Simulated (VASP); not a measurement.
# GaN (F-43m) in VASP: further runs, part 2 of 2

VASP 6.6.1.

### Step 3. Single point, PBEsol

This run uses another cell than the first one, of 11.15 Å³/atom.

File INCAR:

```
SYSTEM = GaN
  ALGO = Normal
  EDIFF = 1E-6
  ENCUT = 520
  GGA = PS
  ISIF = 2
  ISMEAR = 0
  LASPH = .True.
  LCHARG = .False.
  LREAL = .False.
  LWAVE = .False.
  NBANDS = 16
  NELM = 100
  PREC = Accurate
  SIGMA = 0.01
```

File KPOINTS:

```
k-points
0
Gamma
  10 10 10
  0 0 0
```

File POSCAR:

```
GaN
1.0
    0.0000000000      2.2340049731      2.2340049731
    2.2340049731      0.0000000000      2.2340049731
    2.2340049731      2.2340049731      0.0000000000
Ga N
1 1
Direct
    0.0000000000      0.0000000000      0.0000000000
    0.2500000000      0.2500000000      0.2500000000
```

Potentials or basis: VASP PAW PBE potentials, release 64 (Ga_d, N).

Run with:

```sh
$ cat potpaw_PBE.64/Ga_d/POTCAR potpaw_PBE.64/N/POTCAR > POTCAR
$ mpirun -np 1 vasp_std > vasp.out
```

OUTCAR:

```text
SYSTEM = GaN
   EDIFF = 1E-6
   ENCUT = 520
   GGA = PS
   ISIF = 2
   ISMEAR = 0
   LASPH = .True.
   LREAL = .False.
   NELM = 100
   PREC = Accurate

 ion  position               nearest neighbor table
   1  0.000  0.000  0.000-   2 1.93   2 1.93   2 1.93   2 1.93
   2  0.250  0.250  0.250-   1 1.93   1 1.93   1 1.93   1 1.93

  LATTYP: Found a face centered cubic cell.
 ALAT       =     4.4680099462

  Lattice vectors:

 A1 = (   0.0000000000,   2.2340049731,   2.2340049731)
 A2 = (   2.2340049731,   0.0000000000,   2.2340049731)
 A3 = (   2.2340049731,   2.2340049731,   0.0000000000)

Analysis of symmetry for initial positions (statically):
=====================================================================
 Subroutine PRICEL returns:
 Original cell was already a primitive cell.

 Routine SETGRP: Setting up the symmetry group for a
 face centered cubic supercell.

 Subroutine GETGRP returns: Found 24 space group operations
 (whereof 24 operations were pure point group operations)
 out of a pool of 48 trial point group operations.

The static configuration has the point symmetry T_d .

Analysis of symmetry for dynamics (positions and initial velocities):
=====================================================================
 Subroutine PRICEL returns:
 Original cell was already a primitive cell.

 Routine SETGRP: Setting up the symmetry group for a
 face centered cubic supercell.

 Subroutine GETGRP returns: Found 24 space group operations
 (whereof 24 operations were pure point group operations)
 out of a pool of 48 trial point group operations.

The dynamic configuration has the point symmetry T_d .

 Subroutine INISYM returns: Found 24 space group operations
 (whereof 24 operations are pure point group operations),
 and found     1 'primitive' translations
[... 103 lines left out ...]
   POTIM  = 0.5000    time-step for ionic-motion
   TEBEG  =    0.0;   TEEND  =   0.0 temperature during run
   PSTRESS=    0.0 pullay stress
   NELECT =      18.0000    total number of electrons
   NUPDOWN=      -1.0000    fix difference up-down
   EMIN   =  10.00;   EMAX   =-10.00  energy-range for DOS
   EFERMI =   0.00;   METHOD = LEGACY
   ISMEAR =     0;   SIGMA  =   0.01  broadening in eV -4-tet -1-fermi 0-gaus
   EFERMI_NEDOS =   21; number of points for ismear=-14 and -15
   IALGO  =     38    algorithm
   IMIX   =      4    mixing-type and parameters
     AMIX     =   0.40;   BMIX     =  1.00
     AMIX_MAG =   1.60;   BMIX_MAG =  1.00
  volume/ion in A,a.u.               =      11.15        75.24
  Fermi-wavevector in a.u.,A,eV,Ry     =   1.524304  2.880517 31.613165  2.323502
  Thomas-Fermi vector in A             =   2.632629
   LORBIT       =      0    0 simple, 1 ext, 2 COOP (PROOUT), +10 PAW based schemes
   GGA     = PS    functional components
   LHFCALC =     F    Hartree Fock is set to
   AEXX    =    0.0000 exact exchange contribution
   IVDW    =     0    specifies the selected vdW correction
   LEPSILON=     F    determine dielectric tensor
   LRPA    =     F    only Hartree local field effects (RPA)
 non-spin polarized calculation
 Gauss-broadening in eV      SIGMA  =   0.01
  energy-cutoff  :      520.00
  volume of cell :       22.30
 maximum number of plane-waves:       620
   NGX = 11   NGY = 11   NGZ = 11

 number of electron      18.0000016 magnetization

 Free energy of the ion-electron system (eV)
  ---------------------------------------------------
  ext. energy  EPLUGINS =         0.00000000
  ---------------------------------------------------
  free energy    TOTEN  =       -13.11739316 eV

  energy without entropy =      -13.11739316  energy(sigma->0) =      -13.11739316

 E-fermi :   5.5650     XC(G=0): -12.0426

 val. band max:        5.4378517269   @ k =   0.0000   0.0000   0.0000
 cond. band min:       7.2874760480   @ k =   0.0000   0.0000   0.0000
 fundamental gap:      1.8496243211
 Fermi energy:         5.5650329837

 k-point     1 :       0.0000    0.0000    0.0000
  band No.  band energies     occupation
      1     -10.7227      2.00000
      2      -7.9919      2.00000
      3      -7.9919      2.00000
      4      -7.9919      2.00000
      5      -7.6392      2.00000
      6      -7.6392      2.00000
[... 433 lines left out ...]
      3      -7.7469      2.00000
      4      -7.7457      2.00000
      5      -7.5733      2.00000
      6      -6.7561      2.00000
[... 8 lines left out ...]
     15      28.0559      0.00000
     16      28.0592      0.00000

 [... further k-points ...]
[... 5 lines left out ...]
  --------------------------------------------------------------------------------------
  -------------------------------------------------------------------------------------
  Total        0.5191470      0.5191470      0.5191470      0.0000000      0.0000000      0.0000000
  in kB       37.3008300     37.3008300     37.3008300      0.0000000      0.0000000      0.0000000
  external PRESSURE =      37.3008300 kB  Pullay stress =       0.0000000 kB

 VOLUME and BASIS-vectors are now :
 -----------------------------------------------------------------------------
  energy-cutoff  :      520.00
  volume of cell :       22.30
      direct lattice vectors                 reciprocal lattice vectors
     0.000000000  2.234004973  2.234004973    -0.223813289  0.223813289  0.223813289
     2.234004973  0.000000000  2.234004973     0.223813289 -0.223813289  0.223813289
     2.234004973  2.234004973  0.000000000     0.223813289  0.223813289 -0.223813289

 POSITION                                       TOTAL-FORCE (eV/Angst)
 -----------------------------------------------------------------------------------
      0.00000      0.00000      0.00000        -0.000000      0.000000      0.000000
      1.11700      1.11700      1.11700         0.000000     -0.000000     -0.000000
 -----------------------------------------------------------------------------------
    total drift:                                0.000001      0.000001      0.000001

  FREE ENERGIE OF THE ION-ELECTRON SYSTEM (eV)
  ---------------------------------------------------
  free  energy   TOTEN  =       -13.1173931550 eV

  energy  without entropy=      -13.1173931550  energy(sigma->0) =      -13.11739316
```

stdout:

```text
POSCAR found type information on POSCAR GaN
 POSCAR found :  2 types and       2 ions
 scaLAPACK will be used
 -----------------------------------------------------------------------------
|                                                                             |
|                                                                             |
|     You enforced a specific xc type in the INCAR file but a different       |
|     I HOPE YOU KNOW WHAT YOU ARE DOING!                                     |
|                                                                             |
 -----------------------------------------------------------------------------

 LDA part: xc-table for (Slater+PW92), standard interpolation
 POSCAR, INCAR and KPOINTS ok, starting setup
 FFT: planning ... GRIDC
 FFT: planning ... GRID_SOFT
 FFT: planning ... GRID
 WAVECAR not read
 entering main loop
```

Wall time 17 s (1 thread of Intel Xeon 8259CL, shared host); peak memory 0.15 GiB.

Results:

```
Free energy            : -13.1174 eV
Pressure               : 3.7 GPa
Band gap on the k mesh : 1.85 eV
```

Levels at points of the mesh, in eV from the valence-band top:
| k point | band 7 | band 8 | band 9 | band 10 | band 11 | band 12 |
| --- | --- | --- | --- | --- | --- | --- |
| (0.00, 0.00, 0.00) | 0.00 | 0.00 | 0.00 | 1.85 | 10.37 | 10.37 |
| (0.50, 0.00, 0.00) | -7.29 | -1.01 | -1.01 | 4.74 | 8.76 | 10.40 |
| (0.50, 0.50, 0.00) | -6.29 | -2.83 | -2.83 | 3.23 | 6.71 | 11.76 |

Caveat: the cell stands under pressure; the PAW data sets were made with another functional, which shifts forces and pressure a little.

### Step 4. Relaxation of cell and atoms, PBEsol, target pressure 1 GPa, at which the enthalpy is minimised

This run uses another cell than the first one, of 11.38 Å³/atom.

File INCAR:

```
  PREC = Accurate
  ENCUT = 600
  EDIFF = 1E-6
  ISMEAR = 0
  SIGMA = 0.01
  LREAL = F
  LASPH = T
  NELM = 60
  ALGO = Normal
  ISIF = 3
  LWAVE = F
  LCHARG = F
  GGA = PS
  IBRION = 2
  NSW = 100
  EDIFFG = -0.002
  PSTRESS = 10.0
```

File KPOINTS:

```
regular mesh
0
Gamma
  10 10 10
```

File POSCAR:

```
GaN
1.0
    0.0000000000      2.2491407153      2.2491407153
    2.2491407153      0.0000000000      2.2491407153
    2.2491407153      2.2491407153      0.0000000000
Ga N
1 1
Direct
    0.0000000000      0.0000000000      0.0000000000
    0.2500000000      0.2500000000      0.2500000000
```

Run with:

```sh
$ cat potpaw_PBE.64/Ga_d/POTCAR potpaw_PBE.64/N/POTCAR > POTCAR
$ mpirun -np 1 vasp_std > vasp.out
```

It took 2.1 min on 1 thread of Intel Xeon 8259CL, shared host; peak memory 0.18 GiB.

Results (log left out):

| Property | Result |
| --- | --- |
| Free energy | -13.1239 eV |
| Relaxed volume | 11.29 Å³/atom |
| Relaxed cell | a = 3.173 Å, b = 3.173 Å, c = 3.173 Å, α = 60.00°, β = 60.00°, γ = 60.00° |
| Space group after relaxing (to 0.1 Å) | F-43m (No. 216) |
| Energy change on relaxing (the run minimises the enthalpy) | +0.2 meV/atom |
| Ionic steps | 14 |
| Pressure after relaxing | 1.0 GPa |
| Band gap on the k mesh | 1.77 eV |

The path:
| step | energy change (eV) | largest force (eV/Å) | pressure (GPa) | volume (Å³) |
| --- | --- | --- | --- | --- |
| 1 | 0.0000 | 0.0000 | -0.43 | 22.76 |
| 2 | 0.0021 | 0.0000 | 2.72 | 22.42 |
| 3 | 0.0003 | 0.0000 | 0.85 | 22.58 |
| 4 | 0.0004 | 0.0000 | 1.19 | 22.57 |
| 5 | 0.0004 | 0.0000 | 1.09 | 22.57 |
| 6 | 0.0003 | 0.0000 | 0.93 | 22.59 |
| 7 | 0.0003 | 0.0000 | 1.03 | 22.59 |
| 8 | 0.0003 | 0.0000 | 0.91 | 22.59 |
| 9 | 0.0003 | 0.0000 | 0.95 | 22.59 |
| 10 | 0.0003 | 0.0000 | 1.04 | 22.59 |
| 11 | 0.0003 | 0.0000 | 0.90 | 22.59 |
| 12 | 0.0003 | 0.0000 | 0.95 | 22.59 |
| 13 | 0.0003 | 0.0000 | 1.03 | 22.59 |
| 14 | 0.0003 | 0.0000 | 1.02 | 22.59 |

Final structure:
```xyz
2
Lattice="0.0000 2.2436 2.2436 2.2436 0.0000 2.2436 2.2436 2.2436 0.0000" Properties=species:S:1:pos:R:3 pbc="T T T"
Ga    0.0000    0.0000    0.0000
N     1.1218    1.1218    1.1218
```

Levels at points of the mesh, in eV from the valence-band top:
| k point | band 7 | band 8 | band 9 | band 10 | band 11 | band 12 |
| --- | --- | --- | --- | --- | --- | --- |
| (0.00, 0.00, 0.00) | 0.00 | 0.00 | 0.00 | 1.77 | 10.29 | 10.29 |
| (0.50, 0.00, 0.00) | -7.20 | -1.00 | -1.00 | 4.65 | 8.70 | 10.33 |
| (0.50, 0.50, 0.00) | -6.24 | -2.78 | -2.78 | 3.23 | 6.64 | 11.67 |

Caveat: the cell is relaxed towards a set pressure, so the run minimises the enthalpy, not the energy; the PAW data sets were made with another functional, which shifts forces and pressure a little.

### Step 5. Overview

| task | cell | cutoff (eV) | gap on the mesh (eV) | pressure (GPa) |
| --- | --- | --- | --- | --- |
| single point | a = 3.170 Å, angles 60.0°, 2 atoms | 520 | 1.79 | 1.7 |
| single point | a = 3.159 Å, angles 60.0°, 2 atoms | 520 | 1.85 | 3.7 |
| relaxation of cell and atoms | relaxed to 1 GPa from a = 3.181 Å, angles 60.0°, 2 atoms | 600 | 1.77 | 1.0 |

Alike in all rows: level PBEsol; potentials or basis VASP PAW PBE potentials, release 64 (Ga_d, N); no spin polarisation; k mesh 10 × 10 × 10; smearing gaussian 0.01 eV.

Caveats: the PAW data sets were made with another functional, which shifts forces and pressure a little; the cell stands under pressure (at least some runs); the cell is relaxed towards a set pressure, so the run minimises the enthalpy, not the energy (at least some runs).

Absolute energies hang on the potentials; compare differences alone.
